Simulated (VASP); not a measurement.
A run of VASP 6.6.1 is set up as follows.

The input INCAR:

```
PREC     = Accurate       # precision mode
ENCUT    = 520            # plane-wave cutoff, eV
EDIFF    = 1E-7           # SCF threshold, eV
ISMEAR   = 0              # smearing method
SIGMA    = 0.01           # smearing width, eV
LREAL    = F              # projectors in reciprocal space
LASPH    = T              # aspherical terms in the spheres
NELM     = 100            # most SCF steps
ALGO     = Normal         # electronic algorithm
ISIF     = 2              # what is computed and relaxed
LWAVE    = F              # write WAVECAR
LCHARG   = F              # write CHGCAR
GGA      = PE             # functional
NBANDS   = 15             # bands
```

KPOINTS

```
Automatic mesh
0
Gamma
  4 4 4
```

The input POSCAR:

```
BaTe
1.0
    0.0000000000      3.6383584296      3.6383584296
    3.6383584296      0.0000000000      3.6383584296
    3.6383584296      3.6383584296      0.0000000000
Ba Te
1 1
Direct
    0.0000000000      0.0000000000      0.0000000000
    0.5000000000      0.5000000000      0.5000000000
```

Potentials or basis: VASP PAW PBE potentials, release 64 (Ba_sv, Te).

The run is started by

```bash
$ cat potpaw_PBE.64/Ba_sv/POTCAR potpaw_PBE.64/Te/POTCAR > POTCAR
$ mpirun -np 1 vasp_std > vasp.out
```

(1) Estimate the pressure.

(2) Estimate the band gap on the k mesh.

Results:

(1) -1.8 GPa.

(2) 1.73 eV (least direct gap 2.11 eV).

Caveat: the cell differs from its parent crystal (strain +3.0%); spin-orbit coupling is left out, which moves the levels of the heavy elements.
